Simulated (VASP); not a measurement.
# H23C2NO10 in VASP: notebook, part 4 of 4

VASP 6.6.1. The steps go on from the part before.

**6. Single point, LDA**

This run uses another cell than the first one, of 11.83 Å³/atom, 2.025 times its volume.

The input, INCAR:

```
SYSTEM = H23C2NO10
PREC = Accurate
ENCUT = 520
EDIFF = 1E-6
ISMEAR = -1
SIGMA = 0.02
LREAL = Auto
LASPH = .TRUE.
NELM = 120
ALGO = Normal
ISIF = 2
LWAVE = .FALSE.
LCHARG = .FALSE.
GGA = CA
NBANDS = 72
GGA_COMPAT = .FALSE.
```

The input, KPOINTS:

```
Automatic mesh
0
G
  1 1 1
  0 0 0
```

The input, POSCAR:

```
H23C2NO10
1.0
    7.5225990000      0.0000000000      0.0000000000
    0.0000000000      7.5225990000      0.0000000000
    0.0000000000      0.0000000000      7.5225990000
O H C N
10 23 2 1
Direct
   -0.0066466390      1.0354665987      0.8367719720
    0.6997847419      0.8968974685      0.5814346877
    0.4667269916      0.0156594815      0.1636934256
    0.7169463639      0.2266503904      0.0005849042
    0.2049424674      0.3917263169      0.1519288746
    0.2406083323      0.1642251568      0.4291867744
    0.3250073545      0.2734427290      0.8681574015
    0.8381677662      0.9298382115      0.1856672142
    0.8215644620      0.5413953342      0.9264351323
    0.8684764401      0.1956371727      0.5231702501
   -0.0516709717      1.0827640819      0.7163614596
    0.0478159211      0.9146439947      0.8165661894
    0.7124931157      0.9047670891      0.7058996498
    0.6222051714      0.7929972075      0.5775397572
    0.4171696511     -0.0338845657      0.0559514072
    0.5383378803      0.1146279364      0.1166751013
    0.7950044925      0.1241459235      0.0282349225
    0.6819318696      0.2048627077     -0.1228165957
    0.2639646218      0.3354824576      0.0342833640
    0.0966155447      0.4351820428      0.1052030023
    0.2477202361      0.2642304874      0.3458113346
    0.3150241027      0.0730731493      0.3607529791
    0.3511552324      0.3826735946      0.7868424198
    0.2348922228      0.1888177211      0.8128972447
    0.7753836141      0.8162338575      0.2101268458
    0.9264617189      0.8952092222      0.0947013127
    0.7147662663      0.5949938313      0.8683302141
    0.7978226674      0.4280169659      0.9735066298
    0.7675937532      0.1096296639      0.5234759955
    0.9709410272      0.1289979700      0.4652913175
    0.4785048359      0.5923883488      0.2368862145
    0.7198708850      0.5253902275      0.2809933110
    0.5411959351      0.3556616536      0.3022891424
    0.5729535763      0.4990562437      0.3206737459
    0.5490389691      0.5301891009      0.5122032957
    0.4975939831      0.5619999152      0.6544280773
```

Potentials or basis: VASP PAW LDA potentials, release 64 (O, H, C, N).

Started as:

```sh
cat potpaw_LDA.64/O/POTCAR potpaw_LDA.64/H/POTCAR potpaw_LDA.64/C/POTCAR potpaw_LDA.64/N/POTCAR > POTCAR
mpirun -np 1 vasp_gam > vasp.out
```

Run time: 42 s. Hardware: 1 thread of Intel Xeon Platinum 8124M at 3.00GHz (Skylake/Cascade Lake), shared host; peak memory 0.31 GiB.

It converged, with:

- Free energy: -191.8760 eV
- Pressure: -2.0 GPa
- Largest force: 4.057 eV/Å
- Band gap on the k mesh: 3.53 eV

Forces in eV/Å, atoms in the order of the input:
```
O    0.546 -1.017 -0.585
O   -0.333 -0.183 -1.237
O   -0.315 -0.234  0.479
O   -0.353 -0.391  0.049
O    2.019 -0.746 -0.219
O    0.884 -1.608 -0.063
O    0.094  0.462 -1.718
O    0.311 -0.780 -0.420
O    0.436  3.863 -1.160
O    0.648 -0.973  0.376
H    0.303  0.087  0.335
H   -0.667  1.203 -0.145
H    0.689  0.469  2.069
H   -0.447 -0.283 -0.504
H   -0.406 -0.209 -0.226
H    0.557  0.359 -0.096
H    0.168 -0.171  0.385
H   -0.139  0.253 -0.089
H   -0.525  0.440  1.110
H   -1.606  0.672 -0.330
H   -0.656  0.637 -0.675
H   -0.699  0.886  0.565
H   -0.420 -1.737  0.815
H    0.559  1.081  0.234
H    0.123  0.783 -0.120
H   -0.173  0.147  0.298
H    0.709 -0.965  0.479
H   -1.037 -2.490  0.675
H    0.331 -0.016 -0.443
H   -0.518  0.877  0.059
H    0.979 -1.352  1.168
H   -1.462 -0.429  0.356
H    0.067  0.353 -0.325
C    0.709  1.156  0.237
C   -0.748  0.034 -1.604
N    0.371 -0.177  0.270
```

Stress tensor (GPa, compression positive):
```
-2.32  0.61  0.35
 0.61 -1.85  0.56
 0.35  0.56 -1.92
```

Levels at points of the mesh, in eV from the valence-band top:
```csv
k point,band 45,band 46,band 47,band 48,band 49,band 50,band 51,band 52
"(0.00, 0.00, 0.00)",-0.73,-0.69,-0.49,0.00,3.53,4.40,4.65,5.97
```

Caveat: the k points lie up to 0.84 Å⁻¹ apart.

**7. Single point, LDA**

This run uses another cell than the first one, of 11.83 Å³/atom, 2.025 times its volume.

The input, INCAR:

```
  ALGO = Normal
  EDIFF = 1E-6
  ENCUT = 520
  GGA_COMPAT = F
  ISIF = 2
  ISMEAR = -1
  LASPH = T
  LCHARG = F
  LREAL = Auto
  LWAVE = F
  NBANDS = 72
  NELM = 120
  PREC = Accurate
  SIGMA = 0.02
```

The input, KPOINTS:

```
k-points
0
Gamma
  1 1 1
```

The input, POSCAR:

```
H23C2NO10
1.0
    7.5225990000      0.0000000000      0.0000000000
    0.0000000000      7.5225990000      0.0000000000
    0.0000000000      0.0000000000      7.5225990000
O H C N
10 23 2 1
Direct
    0.0079626735      1.0418739587      0.8068886830
    0.6723607094      0.9216096724      0.5829235348
    0.4447266164     -0.0384441601      0.1632414542
    0.7160025411      0.2217318775      0.0150081109
    0.2177438941      0.3995959375      0.1662457350
    0.2443038636      0.1478744248      0.4063090429
    0.3197033366      0.2577167811      0.8547710705
    0.8726505294      0.9209848883      0.1764682658
    0.8201022014      0.5585303696      0.9476910839
    0.8799352458      0.2105389374      0.5256295065
   -0.0274240326      1.1022121477      0.6885785086
    0.0169356362      0.9116928870      0.8253530462
    0.7549385525      0.9503098597      0.6779704727
    0.5901949579      0.8463431322      0.6425040069
    0.3504772752     -0.0524951549      0.0746550494
    0.4833170025      0.0859942156      0.1256081841
    0.8008535348      0.1142025515      0.0041209162
    0.6137240600      0.2115891064     -0.0662005246
    0.2006088587      0.3657113718      0.0432563267
    0.1273761901      0.4849387825      0.1981761888
    0.2186079572      0.2246032256      0.3010129877
    0.3257916579      0.0694972575      0.3400420520
    0.3307633439      0.3538404745      0.7776301781
    0.2796772764      0.1642384500      0.7826550372
    0.7928775680      0.9763380980      0.2635126503
    0.8363332939      0.7949779059      0.2027490765
    0.7732433963      0.5977721264      0.8274400909
    0.7930636739      0.4233377321      0.9592163559
    0.7631139185      0.1641586904      0.4977800890
    0.9657566487      0.2197644724      0.4353681487
    0.4539388581      0.5532795248      0.2234201238
    0.6749528986      0.5651105422      0.2573844492
    0.5905804629      0.3622817061      0.3056523417
    0.5559647670      0.5062080273      0.3052136635
    0.5400925930      0.5437083646      0.4972217714
    0.4863611632      0.5880813267      0.6368011907
```

Started as:

```sh
cat potpaw_LDA.64/O/POTCAR potpaw_LDA.64/H/POTCAR potpaw_LDA.64/C/POTCAR potpaw_LDA.64/N/POTCAR > POTCAR
mpirun -np 1 vasp_gam > vasp.out
```

It took 40 s on 1 thread of Intel Xeon Platinum 8124M at 3.00GHz (Skylake/Cascade Lake), shared host; peak memory 0.31 GiB.

Results (log left out):

| Property | Result |
| --- | --- |
| Free energy | -191.2572 eV |
| Pressure | -0.7 GPa |
| Largest force | 4.321 eV/Å |
| Band gap on the k mesh | 3.77 eV |

Forces on the atoms (eV/Å):
```
O   -0.172  0.145  0.450
O    0.866  1.048 -0.683
O    0.123  1.786 -0.703
O    0.579 -0.736  0.156
O    0.093  0.050  0.738
O   -0.195  0.229 -0.255
O    0.892 -0.297  2.995
O   -0.706 -1.114  0.638
O   -0.494 -0.561 -1.023
O   -0.794  0.499  2.577
H    0.106 -0.996  0.264
H   -0.231  0.837 -0.848
H    0.749  0.322  0.304
H   -1.460 -1.242  0.325
H   -0.273 -0.478  0.111
H    0.293 -1.180  0.536
H   -0.893  0.900 -0.189
H    0.134 -0.152 -0.163
H    0.019 -0.467 -1.169
H   -0.458  0.340 -0.059
H   -0.155  0.760  0.356
H    0.219 -0.908  0.340
H    0.565  2.419 -1.757
H   -1.266 -1.930 -1.246
H    0.086  0.385  0.047
H    0.543  0.745 -0.912
H    0.414 -0.693  1.480
H    0.097  1.179 -0.152
H   -0.216 -0.463 -0.488
H    1.338 -0.392 -1.831
H   -1.834  0.161 -0.740
H    1.361  0.717 -0.515
H   -0.618  0.116 -0.740
C    2.145 -1.358  3.496
C   -1.809  0.972 -0.572
N    0.952 -0.646 -0.768
```

Stress tensor (GPa, compression positive):
```
 0.27  1.26 -0.15
 1.26 -1.04  1.04
-0.15  1.04 -1.44
```

Levels at points of the mesh, in eV from the valence-band top:
| k point | band 44 | band 45 | band 46 | band 47 | band 48 | band 49 | band 50 | band 51 | band 52 | band 53 |
| --- | --- | --- | --- | --- | --- | --- | --- | --- | --- | --- |
| (0.00, 0.00, 0.00) | -1.04 | -0.80 | -0.63 | -0.22 | 0.00 | 3.77 | 5.05 | 5.37 | 5.99 | 6.28 |

Caveat: the k points lie up to 0.84 Å⁻¹ apart.

**8. Overview**

```tsv
cell	gap on the mesh (eV)	pressure (GPa)	largest force (eV/Å)
a = 5.946 Å, 36 atoms	4.61	9.5	3.96
a = 6.234 Å, 36 atoms	3.71	8.4	3.41
a = 6.996 Å, 36 atoms	3.61	0.2	6.07
a = 7.523 Å, 36 atoms	3.77	-0.7	4.32
```

Some of these runs hold the atoms at other places in the same cell, which the table doesn't show; runs alike in all that it shows share one row.

Alike in all rows: task single point; level LDA; potentials or basis VASP PAW LDA potentials, release 64 (O, H, C, N); no spin polarisation; k mesh 1 × 1 × 1; cutoff (eV) 520; smearing fermi-dirac 0.02 eV.

Caveats: all runs use coarse meshes.

Total energies depend on the potentials used, so only differences within one code and one set of settings carry meaning.
